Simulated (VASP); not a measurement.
# Ti: single point with r2SCANh

The system is Ti.

```
CELL_PARAMETERS angstrom
-1.67318 1.67318 1.67318
1.67318 -1.67318 1.67318
1.67318 1.67318 -1.67318
ATOMIC_POSITIONS crystal
Ti 0.00000 0.00000 0.00000
```

This isn't the form of Ti at room conditions, which is hcp.

```
Program                            : VASP 6.6.1
Task                               : single point
Functional                         : r2SCANh
Potentials or basis                : VASP PAW PBE potentials, release 64 (Ti_sv)
Cutoff                             : 520 eV
k mesh                             : 6 × 6 × 6
Occupations                        : fermi-dirac, width 0.05 eV
Spin                               : no spin polarisation
Dipole correction                  : no
Grid for exact exchange (PRECFOCK) : Normal
Further INCAR settings             : ALGO = Normal; EDIFF = 1e-07; NBANDS = 12
Share of exact exchange            : 0.1
```

```json
{
  "Pressure": "-7.9 GPa",
  "Band gap on the k mesh": "zero (bands 6 and 7 overlap by 2.32 eV)"
}
```

Levels at points of the mesh, in eV from the Fermi level:
| k point | band 4 | band 5 | band 6 | band 7 | band 8 | band 9 |
| --- | --- | --- | --- | --- | --- | --- |
| (0.00, 0.00, 0.00) | -35.33 | -6.73 | 1.46 | 1.46 | 1.46 | 3.05 |
| (0.50, 0.00, 0.00) | -35.33 | -2.73 | -0.32 | 0.79 | 3.05 | 3.32 |
| (0.50, 0.50, 0.50) | -35.70 | -2.39 | -2.39 | 4.21 | 4.21 | 4.21 |

Run time: 33 min on 1 thread of Intel Xeon 8259CL, with other jobs on the host, peak memory 0.16 GiB.

Caveat: the k points lie up to 0.44 Å⁻¹ apart, too coarse for converged energies and pressures of a metal; the PAW data sets were made with another functional, which shifts forces and pressure a little.
